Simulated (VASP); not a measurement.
The system is Hf2S.

```
Hf S
1.0
     3.37427    0.00000    0.00000
    -1.68714    2.92221    0.00000
     0.00000    0.00000   11.71741
Hf S
4 2
Direct
  0.66667 0.33333 0.89981
  0.33333 0.66667 0.39981
  0.66667 0.33333 0.60019
  0.33333 0.66667 0.10019
  0.00000 0.00000 0.75000
  0.00000 0.00000 0.25000
```

```yaml
Program: VASP 6.6.1
Task: relaxation of cell and atoms
Functional: PBEsol
Potentials_or_basis: VASP PAW PBE potentials, release 64 (Hf_pv, S)
Cutoff: 600 eV
k_mesh: 12 × 12 × 4
Occupations: gaussian, width 0.1 eV
Spin: no spin polarisation
```

At the start: pressure -3.3 GPa; volume 19.26 Å³/atom.

**Question.** Where does the relaxation end?

**Answer.** Over 12 steps the energy falls by 5.9 meV/atom and the volume is 18.80 Å³/atom (-2.4 %); space group P6_3/mmc (No. 194, to 0.1 Å) before and after.

Step by step:
```
step  energy change (eV)  largest force (eV/Å)  pressure (GPa)  volume (Å³)
   1              0.0000                0.2026           -3.27       115.54
   2              0.0254                0.0512            5.29       109.08
   3             -0.0315                0.1495            0.14       112.72
   4             -0.0315                0.1483            0.21       112.67
   5             -0.0348                0.0384            0.11       112.69
   6             -0.0349                0.0157            0.09       112.70
   7             -0.0349                0.0185            0.09       112.70
   8             -0.0351                0.0100           -0.09       112.85
   9             -0.0351                0.0095           -0.07       112.86
  10             -0.0351                0.0087           -0.11       112.88
  11             -0.0351                0.0015            0.02       112.78
  12             -0.0351                0.0024           -0.02       112.82
```

Final structure:
```yaml
crystal:
  lattice:
    - [3.34307, 0.00000, 0.00000]
    - [-1.67154, 2.89518, 0.00000]
    - [0.00000, 0.00000, 11.65606]
  atoms:
    - { symbol: Hf, position: [0.66667, 0.33333, 0.89860] }
    - { symbol: Hf, position: [0.33333, 0.66667, 0.39860] }
    - { symbol: Hf, position: [0.66667, 0.33333, 0.60140] }
    - { symbol: Hf, position: [0.33333, 0.66667, 0.10140] }
    - { symbol: S, position: [0.00000, 0.00000, 0.75000] }
    - { symbol: S, position: [0.00000, 0.00000, 0.25000] }
```

Caveat: the PAW data sets were made with another functional, which shifts forces and pressure a little.
